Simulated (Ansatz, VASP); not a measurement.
## One calculation of O, two programs

```
O
1.0
     2.56100    0.00000    0.00000
    -1.28050    2.21789    0.00000
     0.00000    0.00000    6.57500
O
4
Direct
  0.33333 0.66667 0.16100
  0.66667 0.33333 0.66100
  0.33333 0.66667 0.33900
  0.66667 0.33333 0.83900
```

Alike in both runs: task electric field gradients; functional PBE; k mesh 12 × 12 × 4; occupations fermi-dirac, width 0.01 eV; no spin polarisation.

|  | VASP | Ansatz |
| --- | --- | --- |
| version | VASP 6.6.1 | Ansatz 0.2.0 |
| potentials or method | VASP PAW PBE potentials, release 64 (O), cutoff 520 eV | all-electron PAW with datasets made for the crystal, scalar-relativistic |

Ansatz gave:

| Property | Result |
| --- | --- |
| pressure (GPa) | 17.1 |
| traceless stress, the component that is largest in VASP (GPa) | 34.33 |
| rms of the force components (eV/Å) | 1.776 |
| size of Vzz on the site where it differs most (V/Å²) | 107.3 |

**Question.** Estimate VASP's values.

**Answer.** Pressure (GPa): 22.7; traceless stress, the component that is largest in VASP (GPa): 46.36; rms of the force components (eV/Å): 2.830; size of Vzz on the site where it differs most (V/Å²): 113.7.

Atom by atom the forces differ by 1.054 eV/Å (rms over components). Ansatz ran all-electron here, and VASP with PAW potentials.

Noted on VASP's run: the standard files for N, O and F lose accuracy on very short bonds; spin is off for a triplet molecule.
